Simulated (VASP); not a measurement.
# ZrS (Fm-3m) in VASP: single point with PBEsol

Aim: the single point of ZrS with PBEsol.

Everything below comes from runs of VASP 6.6.1. Logs are shortened: lines on timing, memory, paths and dates and some standing lists are left out, and cuts for length are marked.

## (1) The cell of the first run

Symmetry: Fm-3m, No. 225, cubic system. Conventional cell: a = 5.229 Å, b = 5.229 Å, c = 5.229 Å, α = 90.00°, β = 90.00°, γ = 90.00°. Zr (site symmetry m-3m) has 6 S at 2.61 Å within 3.4 Å. Within 3.4 Å of S (site symmetry m-3m) lie 6 Zr at 2.61 Å.

## (2) Single point, PBEsol

Input file INCAR:

```
  PREC = Accurate
  ENCUT = 520
  EDIFF = 1E-6
  ISMEAR = 0
  SIGMA = 0.1
  LREAL = F
  LASPH = T
  NELM = 100
  ALGO = Normal
  ISIF = 2
  LWAVE = F
  LCHARG = F
  GGA = PS
  NBANDS = 16
```

Input file KPOINTS:

```
regular mesh
0
Gamma
  14 14 14
```

Input file POSCAR:

```
ZrS
1.0
    0.0000000000      2.6142601011      2.6142601011
    2.6142601011      0.0000000000      2.6142601011
    2.6142601011      2.6142601011      0.0000000000
Zr S
1 1
Direct
    0.0000000000      0.0000000000      0.0000000000
    0.5000000000      0.5000000000      0.5000000000
```

Potentials or basis: VASP PAW PBE potentials, release 64 (Zr_sv, S).

Started as:

```bash
> cat potpaw_PBE.64/Zr_sv/POTCAR potpaw_PBE.64/S/POTCAR > POTCAR
> mpirun -np 1 vasp_std > vasp.out
```

OUTCAR:

```text
PREC = Accurate
   ENCUT = 520
   EDIFF = 1E-6
   ISMEAR = 0
   LREAL = F
   LASPH = T
   NELM = 100
   ISIF = 2
   GGA = PS

 ion  position               nearest neighbor table
   1  0.000  0.000  0.000-   2 2.61   2 2.61   2 2.61   2 2.61   2 2.61   2 2.61
   2  0.500  0.500  0.500-   1 2.61   1 2.61   1 2.61   1 2.61   1 2.61   1 2.61

  LATTYP: Found a face centered cubic cell.
 ALAT       =     5.2285202022

  Lattice vectors:

 A1 = (   0.0000000000,   2.6142601011,   2.6142601011)
 A2 = (   2.6142601011,   0.0000000000,   2.6142601011)
 A3 = (   2.6142601011,   2.6142601011,   0.0000000000)

Analysis of symmetry for initial positions (statically):
=====================================================================
 Subroutine PRICEL returns:
 Original cell was already a primitive cell.

 Routine SETGRP: Setting up the symmetry group for a
 face centered cubic supercell.

 Subroutine GETGRP returns: Found 48 space group operations
 (whereof 48 operations were pure point group operations)
 out of a pool of 48 trial point group operations.

The static configuration has the point symmetry O_h .

Analysis of symmetry for dynamics (positions and initial velocities):
=====================================================================
 Subroutine PRICEL returns:
 Original cell was already a primitive cell.

 Routine SETGRP: Setting up the symmetry group for a
 face centered cubic supercell.

 Subroutine GETGRP returns: Found 48 space group operations
 (whereof 48 operations were pure point group operations)
 out of a pool of 48 trial point group operations.

The dynamic configuration has the point symmetry O_h .

 Subroutine INISYM returns: Found 48 space group operations
 (whereof 48 operations are pure point group operations),
 and found     1 'primitive' translations

----------------------------------------------------------------------------------------

                                     Primitive cell

  volume of cell :      35.7336

  direct lattice vectors                    reciprocal lattice vectors
     0.000000000  2.614260101  2.614260101    -0.191258704  0.191258704  0.191258704
     2.614260101  0.000000000  2.614260101     0.191258704 -0.191258704  0.191258704
     2.614260101  2.614260101  0.000000000     0.191258704  0.191258704 -0.191258704

  length of vectors
     3.697122091  3.697122091  3.697122091     0.331269793  0.331269793  0.331269793

  position of ions in fractional coordinates (direct lattice)
     0.000000000  0.000000000  0.000000000
     0.500000000  0.500000000  0.500000000

  ion indices of the primitive-cell ions
   primitive index   ion index
                 1           1
                 2           2

----------------------------------------------------------------------------------------

 KPOINTS: regular mesh

Automatic generation of k-mesh.
 Grid dimensions read from file:
 generate k-points for:   14   14   14

 Generating k-lattice:

  Cartesian coordinates                     Fractional coordinates (reciprocal lattice)
    -0.013661336  0.013661336  0.013661336     0.071428571  0.000000000  0.000000000
     0.013661336 -0.013661336  0.013661336     0.000000000  0.071428571  0.000000000
     0.013661336  0.013661336 -0.013661336     0.000000000  0.000000000  0.071428571

  Length of vectors
     0.023662128  0.023662128  0.023662128

  Shift w.r.t. Gamma in fractional coordinates (k-lattice)
     0.000000000  0.000000000  0.000000000

 Subroutine IBZKPT returns following result:
 ===========================================

 Found    104 irreducible k-points:

 Following reciprocal coordinates:
            Coordinates               Weight
  0.000000  0.000000  0.000000      1.000000
  0.071429  0.000000  0.000000      8.000000
  0.142857  0.000000  0.000000      8.000000
  0.214286  0.000000  0.000000      8.000000
  0.285714  0.000000  0.000000      8.000000
  0.357143  0.000000  0.000000      8.000000
[... 16 lines left out ...]
  0.214286  0.142857  0.000000     24.000000
  0.285714  0.142857  0.000000     24.000000
 [... further k-points ...]
   k-points           NKPTS =    104   k-points in BZ     NKDIM =    104   number of bands    NBANDS=     16
   number of dos      NEDOS =    301   number of ions     NIONS =      2
   total plane-waves  NPLWV =  21952
   dimension x,y,z NGX =    28 NGY =   28 NGZ =   28
   dimension x,y,z NGXF=    56 NGYF=   56 NGZF=   56
   ions per type =               1   1
   NGX,Y,Z   is equivalent  to a cutoff of  12.59, 12.59, 12.59 a.u.
   NGXF,Y,Z  is equivalent  to a cutoff of  25.18, 25.18, 25.18 a.u.
 SYSTEM =  unknown system
   PREC   = accura    normal or accurate (medium, high low for compatibility)
   ISTART =      0    job   : 0-new  1-cont  2-samecut
   ICHARG =      2    charge: 1-file 2-atom 10-const
   ISPIN  =      1    spin polarized calculation?
   LNONCOLLINEAR =      F non collinear calculations
   LSORBIT =      F    spin-orbit coupling
   LASPH  =      T    aspherical Exc in radial PAW
   ENCUT  =  520.0 eV  38.22 Ry    6.18 a.u.   6.87  6.87  6.87*2*pi/ulx,y,z
   NELM   =    100;   NELMIN=  2; NELMDL= -5     # of ELM steps
   EDIFF  = 0.1E-05   stopping-criterion for ELM
   LREAL  =      F    real-space projection
   EDIFFG = 0.1E-04   stopping-criterion for IOM
   NSW    =      0    number of steps for IOM
   IBRION =     -1    ionic relax: 0-MD 1-quasi-New 2-CG
   NFREE  =      0    steps in history (QN), initial steepest desc. (CG)
   ISIF   =      2    stress and relaxation
   ISYM   =      2    0-nonsym 1-usesym 2-fastsym
   POTIM  = 0.5000    time-step for ionic-motion
   TEBEG  =    0.0;   TEEND  =   0.0 temperature during run
   PSTRESS=    0.0 pullay stress
   NELECT =      18.0000    total number of electrons
   NUPDOWN=      -1.0000    fix difference up-down
   EMIN   =  10.00;   EMAX   =-10.00  energy-range for DOS
   EFERMI =   0.00;   METHOD = LEGACY
   ISMEAR =     0;   SIGMA  =   0.10  broadening in eV -4-tet -1-fermi 0-gaus
   EFERMI_NEDOS =   21; number of points for ismear=-14 and -15
   IALGO  =     38    algorithm
   IMIX   =      4    mixing-type and parameters
     AMIX     =   0.40;   BMIX     =  1.00
     AMIX_MAG =   1.60;   BMIX_MAG =  1.00
  volume/ion in A,a.u.               =      17.87       120.57
  Fermi-wavevector in a.u.,A,eV,Ry     =   1.302587  2.461533 23.085467  1.696734
  Thomas-Fermi vector in A             =   2.433646
   LORBIT       =      0    0 simple, 1 ext, 2 COOP (PROOUT), +10 PAW based schemes
   GGA     = PS    functional components
   LHFCALC =     F    Hartree Fock is set to
   AEXX    =    0.0000 exact exchange contribution
   IVDW    =     0    specifies the selected vdW correction
   LEPSILON=     F    determine dielectric tensor
   LRPA    =     F    only Hartree local field effects (RPA)
 non-spin polarized calculation
 Gauss-broadening in eV      SIGMA  =   0.10
  energy-cutoff  :      520.00
  volume of cell :       35.73
 maximum number of plane-waves:       982
   NGX = 13   NGY = 13   NGZ = 13

 number of electron      18.0000000 magnetization

 Free energy of the ion-electron system (eV)
  ---------------------------------------------------
  ext. energy  EPLUGINS =         0.00000000
  ---------------------------------------------------
  free energy    TOTEN  =       -16.49472139 eV

  energy without entropy =      -16.48716436  energy(sigma->0) =      -16.49094288

 E-fermi :  10.7656     XC(G=0): -11.5195

 val. band max:       10.7617474436   @ k =   0.2857   0.2143   0.0714
 cond. band min:      10.7690942146   @ k =  -0.2857   0.0714   0.0000
 fundamental gap:      0.0073467710
 Fermi energy:        10.7655821682

 k-point     1 :       0.0000    0.0000    0.0000
  band No.  band energies     occupation
      1     -39.1024      2.00000
      2     -17.0991      2.00000
      3     -17.0991      2.00000
      4     -17.0991      2.00000
      5      -5.1167      2.00000
      6       7.2421      2.00000
[... 8 lines left out ...]
     15      17.8810      0.00000
     16      23.2262      0.00000

 k-point     2 :       0.0714    0.0000    0.0000
  band No.  band energies     occupation
      1     -39.1011      2.00000
      2     -17.1182      2.00000
      3     -17.1007      2.00000
      4     -17.1007      2.00000
      5      -5.0497      2.00000
      6       6.8315      2.00000
[... 8 lines left out ...]
     15      18.1046      0.00000
     16      22.7453      0.00000

 k-point     3 :       0.1429    0.0000    0.0000
  band No.  band energies     occupation
      1     -39.0972      2.00000
      2     -17.1712      2.00000
      3     -17.1052      2.00000
      4     -17.1052      2.00000
      5      -4.8576      2.00000
      6       5.9587      2.00000
[... 8 lines left out ...]
     15      18.6449      0.00000
     16      21.8305      0.00000

 k-point     4 :       0.2143    0.0000    0.0000
  band No.  band energies     occupation
      1     -39.0916      2.00000
      2     -17.2464      2.00000
      3     -17.1118      2.00000
      4     -17.1118      2.00000
      5      -4.5663      2.00000
      6       4.9921      2.00000
[... 8 lines left out ...]
     15      18.9205      0.00000
     16      20.9816      0.00000
[... 324 lines left out ...]
 k-point    22 :       0.1429    0.1429    0.0000
  band No.  band energies     occupation
      1     -39.0955      2.00000
      2     -17.1661      2.00000
      3     -17.1206      2.00000
      4     -17.1206      2.00000
      5      -4.8005      2.00000
      6       5.3007      2.00000
[... 8 lines left out ...]
     15      18.9763      0.00000
     16      21.3889      0.00000

 k-point    23 :       0.2143    0.1429    0.0000
  band No.  band energies     occupation
      1     -39.0913      2.00000
      2     -17.2132      2.00000
      3     -17.1309      2.00000
      4     -17.1271      2.00000
      5      -4.6190      2.00000
      6       4.7566      2.00000
[... 8 lines left out ...]
     15      19.4002      0.00000
     16      20.5628      0.00000

 k-point    24 :       0.2857    0.1429    0.0000
  band No.  band energies     occupation
      1     -39.0859      2.00000
      2     -17.2789      2.00000
      3     -17.1402      2.00000
      4     -17.1341      2.00000
      5      -4.3679      2.00000
      6       4.2413      2.00000
[... 8 lines left out ...]
     15      18.9629      0.00000
     16      19.7907      0.00000

 [... further k-points ...]
[... 5 lines left out ...]
  --------------------------------------------------------------------------------------
  -------------------------------------------------------------------------------------
  Total       -1.0545548     -1.0545548     -1.0545548      0.0000000      0.0000000      0.0000000
  in kB      -47.2828178    -47.2828178    -47.2828178      0.0000000      0.0000000      0.0000000
  external PRESSURE =     -47.2828178 kB  Pullay stress =       0.0000000 kB

 VOLUME and BASIS-vectors are now :
 -----------------------------------------------------------------------------
  energy-cutoff  :      520.00
  volume of cell :       35.73
      direct lattice vectors                 reciprocal lattice vectors
     0.000000000  2.614260101  2.614260101    -0.191258704  0.191258704  0.191258704
     2.614260101  0.000000000  2.614260101     0.191258704 -0.191258704  0.191258704
     2.614260101  2.614260101  0.000000000     0.191258704  0.191258704 -0.191258704

 POSITION                                       TOTAL-FORCE (eV/Angst)
 -----------------------------------------------------------------------------------
      0.00000      0.00000      0.00000         0.000000      0.000000      0.000000
      2.61426      2.61426      2.61426         0.000000      0.000000     -0.000000
 -----------------------------------------------------------------------------------
    total drift:                                0.000000      0.000000      0.000000

  FREE ENERGIE OF THE ION-ELECTRON SYSTEM (eV)
  ---------------------------------------------------
  free  energy   TOTEN  =       -16.4947213906 eV

  energy  without entropy=      -16.4871643620  energy(sigma->0) =      -16.49094288
```

Wall time 43 s (1 thread of AMD EPYC 7R13 (Zen 3), shared host); peak memory 0.17 GiB.

Results:

| Property | Result |
| --- | --- |
| Free energy | -16.4947 eV |
| Pressure | -4.7 GPa |
| Band gap on the k mesh | zero (band 9 reaches 12.25 eV, above the bottom of band 10 at 9.37 eV) |

Caveat: the PAW data sets were made with another functional, which shifts forces and pressure a little.
